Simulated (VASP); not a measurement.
# CdS (F-43m) in VASP: notebook

The runs below take CdS through vibrations by perturbation theory, with PBEsol.

Program: VASP 6.6.1. These are calculated values, not measurements. Logs are shortened: lines on timing, memory, paths and dates and some standing lists are left out, and cuts for length are marked.

### 1 The cell of the first run

The structure is cubic, space group F-43m (No. 216). The conventional cell has a = 5.715 Å, b = 5.715 Å, c = 5.715 Å, α = 90.00°, β = 90.00°, γ = 90.00°. Cd (site symmetry -43m) has 4 S at 2.47 Å within 3.3 Å. Within 3.3 Å of S (site symmetry -43m) lie 4 Cd at 2.47 Å.

### 2 Vibrations by perturbation theory, PBEsol

INCAR

```
  ALGO = Normal
  EDIFF = 1E-8
  ENCUT = 520
  GGA = PS
  IBRION = 8
  ISIF = 2
  ISMEAR = 0
  LASPH = True
  LCHARG = True
  LREAL = False
  LWAVE = False
  NELM = 60
  NSW = 1
  PREC = Accurate
  SIGMA = 0.01
```

KPOINTS

```
k-points
0
Gamma
  8 8 8
```

POSCAR

```
CdS
1.0
    2.8572573458      2.8572573458      0.0000000000
   -2.8572573458      2.8572573458      0.0000000000
    0.0000000000      2.8572573458      2.8572573458
Cd S
1 1
Direct
    0.0000000000      0.0000000000      0.0000000000
    0.7500000000      0.2500000000      0.5000000000
```

Potentials or basis: VASP PAW PBE potentials, release 64 (Cd, S).

Command:

```bash
cat potpaw_PBE.64/Cd/POTCAR potpaw_PBE.64/S/POTCAR > POTCAR
mpirun -np 1 vasp_std > vasp.out
```

OUTCAR:

```text
EDIFF = 1E-8
   ENCUT = 520
   GGA = PS
   IBRION = 8
   ISIF = 2
   ISMEAR = 0
   LASPH = True
   LREAL = False
   NELM = 60
   NSW = 1
   PREC = Accurate

 ion  position               nearest neighbor table
   1  0.000  0.000  0.000-   2 2.47   2 2.47   2 2.47   2 2.47
   2  0.750  0.250  0.500-   1 2.47   1 2.47   1 2.47   1 2.47

  LATTYP: Found a face centered cubic cell.
 ALAT       =     5.7145146916

  Lattice vectors:

 A1 = (   0.0000000000,   2.8572573458,   2.8572573458)
 A2 = (   2.8572573458,   0.0000000000,   2.8572573458)
 A3 = (   2.8572573458,   2.8572573458,   0.0000000000)

Analysis of symmetry for initial positions (statically):
=====================================================================
 Subroutine PRICEL returns:
 Original cell was already a primitive cell.

 Routine SETGRP: Setting up the symmetry group for a
 face centered cubic supercell.

 Subroutine GETGRP returns: Found 24 space group operations
 (whereof 24 operations were pure point group operations)
 out of a pool of 48 trial point group operations.

The static configuration has the point symmetry T_d .

Analysis of symmetry for dynamics (positions and initial velocities):
=====================================================================
 Subroutine PRICEL returns:
 Original cell was already a primitive cell.

 Routine SETGRP: Setting up the symmetry group for a
 face centered cubic supercell.

 Subroutine GETGRP returns: Found 24 space group operations
 (whereof 24 operations were pure point group operations)
 out of a pool of 48 trial point group operations.

The dynamic configuration has the point symmetry T_d .

 Subroutine INISYM returns: Found 24 space group operations
 (whereof 24 operations are pure point group operations),
 and found     1 'primitive' translations

----------------------------------------------------------------------------------------

                                     Primitive cell

  volume of cell :      46.6528

  direct lattice vectors                    reciprocal lattice vectors
     2.857257346  2.857257346  0.000000000     0.174992988  0.174992988 -0.174992988
    -2.857257346  2.857257346  0.000000000    -0.174992988  0.174992988 -0.174992988
     0.000000000  2.857257346  2.857257346     0.000000000  0.000000000  0.349985976

  length of vectors
     4.040772090  4.040772090  4.040772090     0.303096746  0.303096746  0.349985976

  position of ions in fractional coordinates (direct lattice)
     0.000000000  0.000000000  0.000000000
     0.750000000  0.250000000  0.500000000

  ion indices of the primitive-cell ions
   primitive index   ion index
                 1           1
                 2           2

----------------------------------------------------------------------------------------

 KPOINTS: k-points

Automatic generation of k-mesh.
 Grid dimensions read from file:
 generate k-points for:    8    8    8

 Generating k-lattice:

  Cartesian coordinates                     Fractional coordinates (reciprocal lattice)
     0.021874123  0.021874123 -0.021874123     0.125000000  0.000000000  0.000000000
    -0.021874123  0.021874123 -0.021874123     0.000000000  0.125000000  0.000000000
     0.000000000  0.000000000  0.043748247     0.000000000  0.000000000  0.125000000

  Length of vectors
     0.037887093  0.037887093  0.043748247

  Shift w.r.t. Gamma in fractional coordinates (k-lattice)
     0.000000000  0.000000000  0.000000000
[... 82 lines left out ...]
 non-spin polarized calculation
 Gauss-broadening in eV      SIGMA  =   0.01
  energy-cutoff  :      520.00
  volume of cell :       46.65
 maximum number of plane-waves:      1283
   NGX = 15   NGY = 15   NGZ = 15

--------------------------------------- Ionic step        1  -------------------------------------------

 number of electron      18.0000004 magnetization

 Free energy of the ion-electron system (eV)
  ---------------------------------------------------
  ext. energy  EPLUGINS =         0.00000000
  ---------------------------------------------------
  free energy    TOTEN  =        -6.77243493 eV

  energy without entropy =       -6.77243493  energy(sigma->0) =       -6.77243493

 E-fermi :   1.8620     XC(G=0):  -9.6707

 val. band max:        1.7658922059   @ k =   0.0000   0.0000   0.0000
 cond. band min:       2.8994629309   @ k =   0.0000   0.0000   0.0000
 fundamental gap:      1.1335707250
 Fermi energy:         1.8620239111

 k-point     1 :       0.0000    0.0000    0.0000
  band No.  band energies     occupation
      1     -11.0239      2.00000
      2      -6.2204      2.00000
      3      -6.2204      2.00000
      4      -6.2204      2.00000
      5      -5.6423      2.00000
      6      -5.6423      2.00000
      7       1.7659      2.00000
      8       1.7659      2.00000
      9       1.7659      2.00000
     10       2.8995      0.00000
     11       8.1836      0.00000
     12       8.1836      0.00000
     13       8.1836      0.00000
[... 354 lines left out ...]
  band No.  band energies     occupation
      1     -10.4475      2.00000
      2      -6.0302      2.00000
      3      -5.9812      2.00000
      4      -5.6793      2.00000
      5      -5.6115      2.00000
      6      -5.0676      2.00000
      7      -2.7787      2.00000
      8      -0.4138      2.00000
      9       0.3720      2.00000
     10       6.2183      0.00000
     11       7.4088      0.00000
     12       9.0086      0.00000
     13      10.1443      0.00000

 [... further k-points ...]

------------------------ aborting loop because EDIFF is reached ----------------------------------------

  FORCE on cell =-STRESS in cart. coord.  units (eV):
  Direction    XX          YY          ZZ          XY          YZ          ZX
  --------------------------------------------------------------------------------------
  -------------------------------------------------------------------------------------
  Total        1.3147961      1.3147961      1.3147961     -0.0000000     -0.0000000     -0.0000000
  in kB       45.1534489     45.1534489     45.1534489     -0.0000000     -0.0000000     -0.0000000
  external PRESSURE =      45.1534489 kB  Pullay stress =       0.0000000 kB

 VOLUME and BASIS-vectors are now :
 -----------------------------------------------------------------------------
  energy-cutoff  :      520.00
  volume of cell :       46.65
      direct lattice vectors                 reciprocal lattice vectors
     2.857257346  2.857257346  0.000000000     0.174992988  0.174992988 -0.174992988
    -2.857257346  2.857257346  0.000000000    -0.174992988  0.174992988 -0.174992988
     0.000000000  2.857257346  2.857257346     0.000000000  0.000000000  0.349985976

 POSITION                                       TOTAL-FORCE (eV/Angst)
 -----------------------------------------------------------------------------------
      0.00000      0.00000      0.00000         0.000000     -0.000000     -0.000000
      1.42863      4.28589      1.42863        -0.000000      0.000000      0.000000
 -----------------------------------------------------------------------------------
    total drift:                                0.000001      0.000000     -0.000000

  FREE ENERGIE OF THE ION-ELECTRON SYSTEM (eV)
  ---------------------------------------------------
  free  energy   TOTEN  =        -6.7724349286 eV

  energy  without entropy=       -6.7724349286  energy(sigma->0) =       -6.77243493

[... ionic steps 2 to 3 ...]

--------------------------------------- Ionic step        4  -------------------------------------------

------------------------ aborting loop because EDIFF is reached ----------------------------------------

[... ionic steps 5 to 6 ...]

--------------------------------------- Ionic step        7  -------------------------------------------

 Free energy of the ion-electron system (eV)
  ---------------------------------------------------
  ---------------------------------------------------
  free energy    TOTEN  =        -0.10690410 eV

  energy without entropy =       -0.10690410

------------------------ aborting loop because EDIFF is reached ----------------------------------------

 INTERNAL STRAIN TENSOR  FOR ION    2  DIRECTION 1   (eV/Angst):
 -----------------------------------------------------------------------------
     0.01718  0.00000 -0.00000
     0.00000 -0.01882  8.99901
    -0.00000  8.99901 -0.01882

 INTERNAL STRAIN TENSOR FOR ION    2 for displacements in x,y,z  (eV/Angst):
          X           Y           Z          XY          YZ          ZX
  --------------------------------------------------------------------------------
  x     0.00000    -0.00000    -0.00000    -0.00000     8.99901    -0.00000
  y     0.00000    -0.00000     0.00000    -0.00000    -0.00000     8.99901
  z    -0.00000    -0.00000     0.00000     8.99901    -0.00000     0.00000

 SECOND DERIVATIVES (NOT SYMMETRIZED)
 ------------------------------------
               1X          1Y          1Z          2X          2Y          2Z
  1X    -6.293895    0.000000    0.000000    6.293895    0.000000    0.000000
  1Y     0.000000   -6.293895    0.000000    0.000000    6.293895    0.000000
  1Z     0.000000    0.000000   -6.293895    0.000000    0.000000    6.293895
  2X     6.276787   -0.000000    0.000000   -6.276787    0.000000   -0.000000
  2Y     0.000000    6.276787   -0.000000   -0.000000   -6.276787    0.000000
  2Z     0.000000   -0.000000    6.276787   -0.000000    0.000000   -6.276787

 Eigenvectors and eigenvalues of the dynamical matrix
 ----------------------------------------------------

   1 f  =    7.843743 THz    49.283691 2PiTHz  261.639107 cm-1    32.439100 meV
             X         Y         Z           dx          dy          dz
      0.000000  0.000000  0.000000     0.000000    0.471610    0.000000
      1.428629  4.285886  1.428629     0.000000   -0.881807    0.000000
[... 21 lines left out ...]
   6 f/i=    0.004439 THz     0.027893 2PiTHz    0.148080 cm-1     0.018360 meV
             X         Y         Z           dx          dy          dz
      0.000000  0.000000  0.000000    -0.000000   -0.881807   -0.000000
      1.428629  4.285886  1.428629    -0.000000   -0.471610    0.000000

--------------------------------------------------------------------------------------------------------

 ELASTIC MODULI CONTR FROM IONIC RELAXATION (kBar)
 Direction    XX          YY          ZZ          XY          YZ          ZX
 --------------------------------------------------------------------------------
 XX          -0.0000      0.0000      0.0000      0.0000     -0.0000     -0.0000
 YY           0.0000     -0.0000      0.0000      0.0000      0.0000      0.0000
 ZZ           0.0000      0.0000     -0.0000     -0.0000      0.0000     -0.0000
 XY           0.0000      0.0000     -0.0000   -446.6546     -0.0000     -0.0000
 YZ          -0.0000      0.0000      0.0000     -0.0000   -446.6546     -0.0000
 ZX          -0.0000      0.0000     -0.0000     -0.0000     -0.0000   -446.6546
 --------------------------------------------------------------------------------
```

Wall time 2 min (1 thread of Intel Xeon 6975P-C (Granite Rapids), shared host); peak memory 0.3 GiB.

What came out:

```
Highest phonon frequency at Γ, LO-TO splitting left out : 262 cm⁻¹
```

Phonon frequencies in cm⁻¹ (negative: imaginary):
```tsv
q point	frequencies
(0.000, 0.000, 0.000)	0 0 0 262 262 262
```

Caveat: the cell stands under pressure or tension, which shifts response properties; the PAW data sets were made with another functional, which shifts forces and pressure a little.

### 3 Vibrations by perturbation theory, PBEsol

This run uses another cell than the first one, of 23.96 Å³/atom.

INCAR

```
SYSTEM = CdS
PREC = Accurate
ENCUT = 520
EDIFF = 1E-8
ISMEAR = 0
SIGMA = 0.01
LREAL = .FALSE.
LASPH = .TRUE.
NELM = 100
ALGO = Normal
ISIF = 2
LWAVE = .FALSE.
LCHARG = .TRUE.
GGA = PS
NBANDS = 16
IBRION = 8
NSW = 1
```

KPOINTS

```
regular mesh
0
G
  8 8 8
  0 0 0
```

POSCAR

```
CdS
1.0
    2.8829038609      2.8829038609      0.0000000000
   -2.8829038609      2.8829038609      0.0000000000
    0.0000000000      2.8829038609      2.8829038609
Cd S
1 1
Direct
    0.0000000000      0.0000000000      0.0000000000
    0.7500000000      0.2500000000      0.5000000000
```

Potentials or basis: VASP PAW PBE potentials, release 64 (Cd, S).

Command:

```bash
cat potpaw_PBE.64/Cd/POTCAR potpaw_PBE.64/S/POTCAR > POTCAR
mpirun -np 1 vasp_std > vasp.out
```

OUTCAR:

```text
SYSTEM = CdS
   PREC = Accurate
   ENCUT = 520
   EDIFF = 1E-8
   ISMEAR = 0
   LREAL = .FALSE.
   LASPH = .TRUE.
   NELM = 100
   ISIF = 2
   GGA = PS
   IBRION = 8
   NSW = 1

 ion  position               nearest neighbor table
   1  0.000  0.000  0.000-   2 2.50   2 2.50   2 2.50   2 2.50
   2  0.750  0.250  0.500-   1 2.50   1 2.50   1 2.50   1 2.50

  LATTYP: Found a face centered cubic cell.
 ALAT       =     5.7658077218

  Lattice vectors:

 A1 = (   0.0000000000,   2.8829038609,   2.8829038609)
 A2 = (   2.8829038609,   0.0000000000,   2.8829038609)
 A3 = (   2.8829038609,   2.8829038609,   0.0000000000)

Analysis of symmetry for initial positions (statically):
=====================================================================
 Subroutine PRICEL returns:
 Original cell was already a primitive cell.

[... 685 lines left out ...]
------------------------ aborting loop because EDIFF is reached ----------------------------------------

 INTERNAL STRAIN TENSOR  FOR ION    2  DIRECTION 1   (eV/Angst):
 -----------------------------------------------------------------------------
     0.01702  0.00000 -0.00000
     0.00000 -0.01825  7.83322
    -0.00000  7.83322 -0.01825

 INTERNAL STRAIN TENSOR FOR ION    2 for displacements in x,y,z  (eV/Angst):
          X           Y           Z          XY          YZ          ZX
  --------------------------------------------------------------------------------
  x     0.00000     0.00000     0.00000     0.00000     7.83322    -0.00000
  y     0.00000     0.00000     0.00000    -0.00000     0.00000     7.83322
  z     0.00000     0.00000     0.00000     7.83322    -0.00000     0.00000

 SECOND DERIVATIVES (NOT SYMMETRIZED)
 ------------------------------------
               1X          1Y          1Z          2X          2Y          2Z
  1X    -5.722512    0.000000    0.000000    5.722512    0.000000    0.000000
  1Y     0.000000   -5.722512    0.000000    0.000000    5.722512    0.000000
  1Z     0.000000    0.000000   -5.722512    0.000000    0.000000    5.722512
  2X     5.702632    0.000000    0.000000   -5.702632    0.000000    0.000000
  2Y     0.000000    5.702632    0.000000    0.000000   -5.702632    0.000000
  2Z     0.000000    0.000000    5.702632    0.000000    0.000000   -5.702632

 Eigenvectors and eigenvalues of the dynamical matrix
 ----------------------------------------------------

   1 f  =    7.477028 THz    46.979554 2PiTHz  249.406814 cm-1    30.922490 meV
             X         Y         Z           dx          dy          dz
      0.000000  0.000000  0.000000    -0.471749    0.000000    0.000000
      1.441452  4.324356  1.441452     0.881733    0.000000    0.000000
[... 21 lines left out ...]
   6 f/i=    0.005412 THz     0.034003 2PiTHz    0.180518 cm-1     0.022381 meV
             X         Y         Z           dx          dy          dz
      0.000000  0.000000  0.000000     0.000000   -0.868025   -0.154871
      1.441452  4.324356  1.441452     0.000000   -0.464415   -0.082860

--------------------------------------------------------------------------------------------------------

 ELASTIC MODULI CONTR FROM IONIC RELAXATION (kBar)
 Direction    XX          YY          ZZ          XY          YZ          ZX
 --------------------------------------------------------------------------------
 XX          -0.0000      0.0000      0.0000      0.0000     -0.0000      0.0000
 YY           0.0000     -0.0000     -0.0000      0.0000      0.0000     -0.0000
 ZZ           0.0000     -0.0000     -0.0000     -0.0000      0.0000      0.0000
 XY           0.0000      0.0000     -0.0000   -363.0815     -0.0000      0.0000
 YZ          -0.0000      0.0000      0.0000     -0.0000   -363.0815      0.0000
 ZX           0.0000     -0.0000      0.0000      0.0000      0.0000   -363.0815
 --------------------------------------------------------------------------------
```

OSZICAR:

```text
N       E                     dE             d eps       ncg     rms          rms(c)
DAV:   1     0.107768296954E+03    0.10777E+03   -0.90916E+03   944   0.104E+03
DAV:   2    -0.316596311964E+01   -0.11093E+03   -0.10397E+03  1144   0.252E+02
DAV:   3    -0.727333984611E+01   -0.41074E+01   -0.41009E+01  1136   0.509E+01
[... 43 lines left out ...]
RMM:   7    -0.106917055762E+00   -0.69623E-05   -0.25928E-08  5044   0.138E-03    0.330E-04
RMM:   8    -0.106915620686E+00    0.14351E-05    0.50907E-09  5267   0.214E-04    0.180E-04
RMM:   9    -0.106915439641E+00    0.18105E-06   -0.14219E-09  5137   0.150E-04    0.217E-05
RMM:  10    -0.106915623046E+00   -0.18341E-06   -0.20373E-09  5311   0.302E-05    0.273E-05
RMM:  11    -0.106915575172E+00    0.47874E-07   -0.51580E-09  4941   0.132E-05    0.576E-06
RMM:  12    -0.106915583102E+00   -0.79299E-08   -0.12271E-08  4496   0.214E-06    0.207E-06
 Linear response finished
```

Run time: 2.4 min. Hardware: 1 thread of Intel Xeon 6975P-C (Granite Rapids), shared host; peak memory 0.32 GiB.

Results:

```
Highest phonon frequency at Γ, LO-TO splitting left out : 249 cm⁻¹
```

Phonon frequencies in cm⁻¹ (negative: imaginary):
```
              q point        frequencies
(0.000, 0.000, 0.000)  0 0 0 249 249 249
```

Caveat: the cell stands under pressure or tension, which shifts response properties; the PAW data sets were made with another functional, which shifts forces and pressure a little.
